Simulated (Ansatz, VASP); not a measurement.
**K3Si3Se4 in VASP and in Ansatz**

```
K Si Se
1.0
     5.65353    0.00000    0.00000
    -2.82676    4.89610    0.00000
     0.00000    0.00000    9.88454
K Si Se
3 3 4
Cartesian
  2.8268 0.0000 0.0000
  -1.4134 2.4480 0.0000
  1.4134 2.4480 0.0000
  2.8268 0.0000 4.9423
  -1.4134 2.4480 4.9423
  1.4134 2.4480 4.9423
  0.0000 0.0000 0.0000
  0.0000 0.0000 7.2399
  0.0000 0.0000 2.6446
  0.0000 0.0000 4.9423
```

Alike in both runs: task single point; functional PBE; k mesh 6 × 6 × 2; occupations gaussian, width 0.1 eV; no spin polarisation.

|  | VASP | Ansatz |
| --- | --- | --- |
| version | VASP 6.6.1 | Ansatz 0.2.0 |
| potentials or method | VASP PAW PBE potentials, release 64 (K_sv, Si, Se), cutoff 520 eV | scalar-relativistic, plane waves, PAW |
| valence electrons in the cell | 63 | 103 |

|  | VASP | Ansatz | Ansatz less VASP |
| --- | --- | --- | --- |
| gap on the k mesh at the Fermi level (eV) | none | none | - |
| pressure (GPa) | 7.8 | 7.6 | -0.18 |
| traceless stress, the component that is largest in VASP (GPa) | 4.86 | 4.93 | +0.067 |
| rms of the force components (eV/Å) | 0.699 | 0.693 | -0.0062 |

Atom by atom the forces differ by 0.006 eV/Å (rms over components). A gap of «none» marks a metal or a gap that the smearing closes. VASP's potentials hold 63 valence electrons a cell and Ansatz's 103, so a difference there can come from the potentials and not from the codes.
